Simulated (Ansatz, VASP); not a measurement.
# C in VASP and in Ansatz

```xyz
12
Lattice="2.4921 0.0000 0.0000 -1.2461 2.1583 0.0000 0.0000 0.0000 11.8821" Properties=species:S:1:pos:R:3 pbc="T T T"
C     0.0000    0.0000    2.2203
C     0.0000    0.0000    8.1613
C     0.0000    0.0000    3.7208
C     0.0000    0.0000    9.6618
C     0.0000    1.4388    6.1879
C     1.2461    0.7194    0.2468
C     0.0000    1.4388   11.6353
C     1.2461    0.7194    5.6942
C     0.0000    1.4388    7.6647
C     1.2461    0.7194    1.7236
C     0.0000    1.4388   10.1585
C     1.2461    0.7194    4.2174
```

Alike in both runs: task single point; functional LDA; k mesh 12 × 12 × 2; occupations gaussian, width 0.05 eV; no spin polarisation.

```csv
,VASP,Ansatz
version,VASP 6.6.1,Ansatz 0.2.0
potentials or method,"VASP PAW LDA potentials, release 64 (C), cutoff 520 eV","scalar-relativistic, plane waves, PAW"
valence electrons in the cell,48,48
```

Ansatz gave:

```
gap on the k mesh at the Fermi level (eV)                     : 4.26
least direct gap on the mesh (eV)                             : 5.09
pressure (GPa)                                                : 17.7
traceless stress, the component that is largest in VASP (GPa) : 31.69
rms of the force components (eV/Å)                            : 0.156
```

**Question.** Estimate VASP's values.

**Answer.** gap on the k mesh at the Fermi level (eV): 4.25; least direct gap on the mesh (eV): 5.09; pressure (GPa): 19.6; traceless stress, the component that is largest in VASP (GPa): 31.84; rms of the force components (eV/Å): 0.162.

Ansatz warns that its potentials were made for another functional, while VASP's fit it. LDA's correlation is that of Perdew and Zunger in VASP and of Perdew and Wang (1992) in Ansatz. Atom by atom the forces differ by 0.006 eV/Å (rms over components).
